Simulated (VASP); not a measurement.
# SnO2 in VASP: further runs

The runs below take SnO2 through single point, with PBE+D3(BJ).

Program: VASP 6.6.1. These are calculated values, not measurements. Logs are shortened: lines on timing, memory, paths and dates and some standing lists are left out, and cuts for length are marked.

### 1 The cell of the first run

The cell holds a sheet with vacuum, 6 atoms: a = 2.814 Å, b = 2.814 Å, c = 37.242 Å, α = 90.00°, β = 90.00°, γ = 90.00°.

### 2 Single point, PBE+D3(BJ)

File INCAR:

```
PREC = Accurate
ENCUT = 520
EDIFF = 1E-6
ISMEAR = 0
SIGMA = 0.1
LREAL = False
LASPH = True
NELM = 100
ALGO = Normal
ISIF = 2
LWAVE = False
LCHARG = True
LDIPOL = True
IDIPOL = 3
DIPOL = 0.5 0.5 0.282
GGA = PE
IVDW = 12
LELF = True
LVHAR = True
LVACPOTAV = True
NBANDS = 35
```

File KPOINTS:

```
Automatic mesh
0
Gamma
  14 14 1
```

File POSCAR:

```
SnO2
1.0
    2.8139232088      0.0000000000      0.0000000000
    0.0000000000      2.8139232088      0.0000000000
    0.0000000000      0.0000000000     37.2423195897
Sn O
2 4
Direct
    0.0000000000      0.0000000000      0.2243177983
    0.5000000000      0.5000000000      0.3395568537
    0.5000000000      0.5000000000      0.2557109974
    0.5000000000      0.5000000000      0.1921529895
    0.0000000000      0.0000000000      0.3717216626
    0.0000000000      0.0000000000      0.3081636546
```

Potentials or basis: VASP PAW PBE potentials, release 64 (Sn_d, O).

Command:

```
$ cat potpaw_PBE.64/Sn_d/POTCAR potpaw_PBE.64/O/POTCAR > POTCAR
$ mpirun -np 1 vasp_std > vasp.out
```

OUTCAR:

```text
PREC = Accurate
   ENCUT = 520
   EDIFF = 1E-6
   ISMEAR = 0
   LREAL = False
   LASPH = True
   NELM = 100
   ISIF = 2
   GGA = PE
   IVDW = 12
 IVDW          = 12

 ion  position               nearest neighbor table
   1  0.000  0.000  0.224-   3 2.31   3 2.31   3 2.31   3 2.31   4 2.32   4 2.32   4 2.32   4 2.32

   2  0.500  0.500  0.340-   6 2.31   6 2.31   6 2.31   6 2.31   5 2.32   5 2.32   5 2.32   5 2.32

   3  0.500  0.500  0.256-   1 2.31   1 2.31   1 2.31   1 2.31
   4  0.500  0.500  0.192-   1 2.32   1 2.32   1 2.32   1 2.32
   5  0.000  0.000  0.372-   2 2.32   2 2.32   2 2.32   2 2.32
   6  0.000  0.000  0.308-   2 2.31   2 2.31   2 2.31   2 2.31

  LATTYP: Found a simple tetragonal cell.
 ALAT       =     2.8139232088
 C/A-ratio  =    13.2350163193

  Lattice vectors:

 A1 = (   2.8139232088,   0.0000000000,   0.0000000000)
 A2 = (   0.0000000000,   2.8139232088,   0.0000000000)
 A3 = (   0.0000000000,   0.0000000000,  37.2423195897)

Analysis of symmetry for initial positions (statically):
=====================================================================
 Subroutine PRICEL returns:
 Original cell was already a primitive cell.

 Routine SETGRP: Setting up the symmetry group for a
 simple tetragonal supercell.

 Subroutine GETGRP returns: Found 16 space group operations
 (whereof  8 operations were pure point group operations)
 out of a pool of 16 trial point group operations.

The static configuration has the point symmetry C_4v.
 The point group associated with its full space group is D_4h.

Analysis of symmetry for dynamics (positions and initial velocities):
=====================================================================
 Subroutine PRICEL returns:
 Original cell was already a primitive cell.

 Routine SETGRP: Setting up the symmetry group for a
 simple tetragonal supercell.

 Subroutine GETGRP returns: Found 16 space group operations
 (whereof  8 operations were pure point group operations)
 out of a pool of 16 trial point group operations.

The dynamic configuration has the point symmetry C_4v.
 The point group associated with its full space group is D_4h.

 Subroutine INISYM returns: Found 16 space group operations
 (whereof  8 operations are pure point group operations),
 and found     1 'primitive' translations

----------------------------------------------------------------------------------------

                                     Primitive cell

  volume of cell :     294.8908

  direct lattice vectors                    reciprocal lattice vectors
     2.813923209  0.000000000  0.000000000     0.355375725  0.000000000  0.000000000
     0.000000000  2.813923209  0.000000000     0.000000000  0.355375725  0.000000000
     0.000000000  0.000000000 37.242319590     0.000000000  0.000000000  0.026851174

  length of vectors
     2.813923209  2.813923209 37.242319590     0.355375725  0.355375725  0.026851174

  position of ions in fractional coordinates (direct lattice)
     0.000000000  0.000000000  0.224317798
     0.500000000  0.500000000  0.339556854
     0.500000000  0.500000000  0.255710997
     0.500000000  0.500000000  0.192152990
     0.000000000  0.000000000  0.371721663
     0.000000000  0.000000000  0.308163655

  ion indices of the primitive-cell ions
   primitive index   ion index
                 1           1
                 2           2
                 3           3
                 4           4
                 5           5
                 6           6

----------------------------------------------------------------------------------------

 KPOINTS: Automatic mesh

Automatic generation of k-mesh.
 Grid dimensions read from file:
 generate k-points for:   14   14    1

 Generating k-lattice:

  Cartesian coordinates                     Fractional coordinates (reciprocal lattice)
     0.025383980  0.000000000  0.000000000     0.071428571  0.000000000  0.000000000
     0.000000000  0.025383980  0.000000000     0.000000000  0.071428571  0.000000000
     0.000000000  0.000000000  0.026851174     0.000000000  0.000000000  1.000000000

  Length of vectors
     0.025383980  0.025383980  0.026851174

  Shift w.r.t. Gamma in fractional coordinates (k-lattice)
     0.000000000  0.000000000  0.000000000

 Subroutine IBZKPT returns following result:
 ===========================================

 Found     36 irreducible k-points:

 Following reciprocal coordinates:
            Coordinates               Weight
  0.000000  0.000000  0.000000      1.000000
  0.071429  0.000000  0.000000      4.000000
  0.142857  0.000000  0.000000      4.000000
  0.214286  0.000000  0.000000      4.000000
  0.285714  0.000000  0.000000      4.000000
  0.357143  0.000000  0.000000      4.000000
[... 16 lines left out ...]
  0.285714  0.214286  0.000000      8.000000
  0.357143  0.214286  0.000000      8.000000
 [... further k-points ...]
   k-points           NKPTS =     36   k-points in BZ     NKDIM =     36   number of bands    NBANDS=     35
   number of dos      NEDOS =    301   number of ions     NIONS =      6
   total plane-waves  NPLWV = 161280
   dimension x,y,z NGX =    24 NGY =   24 NGZ =  280
   dimension x,y,z NGXF=    48 NGYF=   48 NGZF=  560
   ions per type =               2   4
   NGX,Y,Z   is equivalent  to a cutoff of  14.18, 14.18, 12.50 a.u.
   NGXF,Y,Z  is equivalent  to a cutoff of  28.36, 28.36, 25.00 a.u.
 SYSTEM =  unknown system
   PREC   = accura    normal or accurate (medium, high low for compatibility)
   ISTART =      0    job   : 0-new  1-cont  2-samecut
   ICHARG =      2    charge: 1-file 2-atom 10-const
   ISPIN  =      1    spin polarized calculation?
   LNONCOLLINEAR =      F non collinear calculations
   LSORBIT =      F    spin-orbit coupling
   LASPH  =      T    aspherical Exc in radial PAW
   ENCUT  =  520.0 eV  38.22 Ry    6.18 a.u.   5.23  5.23 69.25*2*pi/ulx,y,z
   NELM   =    100;   NELMIN=  2; NELMDL= -5     # of ELM steps
   EDIFF  = 0.1E-05   stopping-criterion for ELM
   LREAL  =      F    real-space projection
   EDIFFG = 0.1E-04   stopping-criterion for IOM
   NSW    =      0    number of steps for IOM
   IBRION =     -1    ionic relax: 0-MD 1-quasi-New 2-CG
   NFREE  =      0    steps in history (QN), initial steepest desc. (CG)
   ISIF   =      2    stress and relaxation
   ISYM   =      2    0-nonsym 1-usesym 2-fastsym
   POTIM  = 0.5000    time-step for ionic-motion
   TEBEG  =    0.0;   TEEND  =   0.0 temperature during run
   PSTRESS=    0.0 pullay stress
   NELECT =      52.0000    total number of electrons
   NUPDOWN=      -1.0000    fix difference up-down
   EMIN   =  10.00;   EMAX   =-10.00  energy-range for DOS
   EFERMI =   0.00;   METHOD = LEGACY
   ISMEAR =     0;   SIGMA  =   0.10  broadening in eV -4-tet -1-fermi 0-gaus
   EFERMI_NEDOS =   21; number of points for ismear=-14 and -15
   IALGO  =     38    algorithm
   IMIX   =      4    mixing-type and parameters
     AMIX     =   0.40;   BMIX     =  1.00
     AMIX_MAG =   1.60;   BMIX_MAG =  1.00
  volume/ion in A,a.u.               =      49.15       331.67
  Fermi-wavevector in a.u.,A,eV,Ry     =   0.918027  1.734820 11.466635  0.842774
  Thomas-Fermi vector in A             =   2.043063
   LORBIT       =      0    0 simple, 1 ext, 2 COOP (PROOUT), +10 PAW based schemes
   GGA     = PE    functional components
   LHFCALC =     F    Hartree Fock is set to
   AEXX    =    0.0000 exact exchange contribution
   IVDW    =    12    specifies the selected vdW correction
   LEPSILON=     F    determine dielectric tensor
   LRPA    =     F    only Hartree local field effects (RPA)
 non-spin polarized calculation
 Gauss-broadening in eV      SIGMA  =   0.10
  energy-cutoff  :      520.00
  volume of cell :      294.89
 maximum number of plane-waves:      8040
 NGX is ok and might be reduce to    24
   NGX = 11   NGY = 11   NGZ =139

 dipolmoment           0.000000      0.000000     -0.000002 electrons x Angstroem

 number of electron      52.0000012 magnetization

 dipolmoment           0.000000      0.000000      0.000005 electrons x Angstroem

 Free energy of the ion-electron system (eV)
  ---------------------------------------------------
  ext. energy  EPLUGINS =         0.00000000
  ---------------------------------------------------
  free energy    TOTEN  =       -30.11488965 eV

  energy without entropy =      -30.10057459  energy(sigma->0) =      -30.10773212

 E-fermi :  -4.3769     XC(G=0):  -3.0630

 val. band max:       -4.4043659483   @ k =   0.5000   0.5000   0.0000
 cond. band min:      -4.3607935235   @ k =   0.5000   0.4286   0.0000
 fundamental gap:      0.0435724248
 Fermi energy:        -4.3768797877

 k-point     1 :       0.0000    0.0000    0.0000
  band No.  band energies     occupation
      1     -26.4926      2.00000
      2     -26.4924      2.00000
      3     -26.1997      2.00000
      4     -26.1952      2.00000
      5     -25.7480      2.00000
      6     -25.7480      2.00000
[... 27 lines left out ...]
     34       3.7970      0.00000
     35       4.1918      0.00000

 k-point     2 :       0.0714    0.0000    0.0000
  band No.  band energies     occupation
      1     -26.4716      2.00000
      2     -26.4714      2.00000
      3     -26.1808      2.00000
      4     -26.1761      2.00000
      5     -25.7770      2.00000
      6     -25.7768      2.00000
[... 27 lines left out ...]
     34       3.8912      0.00000
     35       4.2838      0.00000

 k-point     3 :       0.1429    0.0000    0.0000
  band No.  band energies     occupation
      1     -26.4204      2.00000
      2     -26.4201      2.00000
      3     -26.1204      2.00000
      4     -26.1156      2.00000
      5     -25.8581      2.00000
      6     -25.8549      2.00000
[... 27 lines left out ...]
     34       4.1693      0.00000
     35       4.5256      0.00000
[... 723 lines left out ...]
 k-point    23 :       0.2857    0.2143    0.0000
  band No.  band energies     occupation
      1     -26.1076      2.00000
      2     -26.1066      2.00000
      3     -26.0409      2.00000
      4     -26.0386      2.00000
      5     -26.0278      2.00000
      6     -26.0232      2.00000
[... 27 lines left out ...]
     34       4.2674      0.00000
     35       5.4344      0.00000

 k-point    24 :       0.3571    0.2143    0.0000
  band No.  band energies     occupation
      1     -26.1791      2.00000
      2     -26.1785      2.00000
      3     -26.0951      2.00000
      4     -26.0911      2.00000
      5     -26.0051      2.00000
      6     -26.0044      2.00000
[... 27 lines left out ...]
     34       3.8434      0.00000
     35       6.2275      0.00000

 [... further k-points ...]

------------------------ aborting loop because EDIFF is reached ----------------------------------------

 Edisp (eV)   -1.06417

 E8    (eV) :    -0.4382

  FORCE on cell =-STRESS in cart. coord.  units (eV):
  Direction    XX          YY          ZZ          XY          YZ          ZX
  --------------------------------------------------------------------------------------
  -------------------------------------------------------------------------------------
  Total       0.25866     0.25866     0.02069     0.00000     0.00000     0.00000
  in kB       1.40530     1.40530     0.11243     0.00000     0.00000     0.00000
  external pressure =        0.97 kB  Pullay stress =        0.00 kB

 VOLUME and BASIS-vectors are now :
 -----------------------------------------------------------------------------
  energy-cutoff  :      520.00
  volume of cell :      294.89
      direct lattice vectors                 reciprocal lattice vectors
     2.813923209  0.000000000  0.000000000     0.355375725  0.000000000  0.000000000
     0.000000000  2.813923209  0.000000000     0.000000000  0.355375725  0.000000000
     0.000000000  0.000000000 37.242319590     0.000000000  0.000000000  0.026851174

 POSITION                                       TOTAL-FORCE (eV/Angst)
 -----------------------------------------------------------------------------------
      0.00000      0.00000      8.35412         0.000000     -0.000000     -0.003443
      1.40696      1.40696     12.64588         0.000000      0.000000      0.003443
      1.40696      1.40696      9.52327         0.000000     -0.000000      0.037208
      1.40696      1.40696      7.15622         0.000000      0.000000     -0.029476
      0.00000      0.00000     13.84378         0.000000     -0.000000      0.029476
      0.00000      0.00000     11.47673         0.000000      0.000000     -0.037208
 -----------------------------------------------------------------------------------
    total drift:                                0.000000      0.000000      0.000068

  FREE ENERGIE OF THE ION-ELECTRON SYSTEM (eV)
  ---------------------------------------------------
  free  energy   TOTEN  =       -31.1790587072 eV

  energy  without entropy=      -31.1647436461  energy(sigma->0) =      -31.17190118

 vacuum level on the upper side and lower side of the slab         3.552         3.552
```

Run time: 5.8 min. Hardware: 1 thread of AMD EPYC 9R45 (Zen 5), shared host; peak memory 0.56 GiB.

Results:

- Free energy: -31.1791 eV
- Largest force: 0.037 eV/Å
- Band gap on the k mesh: zero (band 26 reaches -4.46 eV, above the bottom of band 27 at -4.67 eV)
- Dispersion energy per atom: -0.177 eV

Forces on the atoms (eV/Å):
```
Sn   0.000  0.000 -0.003
Sn   0.000  0.000  0.003
O    0.000  0.000  0.037
O    0.000  0.000 -0.029
O    0.000  0.000  0.029
O    0.000  0.000 -0.037
```

Caveat: spin-orbit coupling is left out, which moves the levels of the heavy elements.

[end of part 1 of 2]
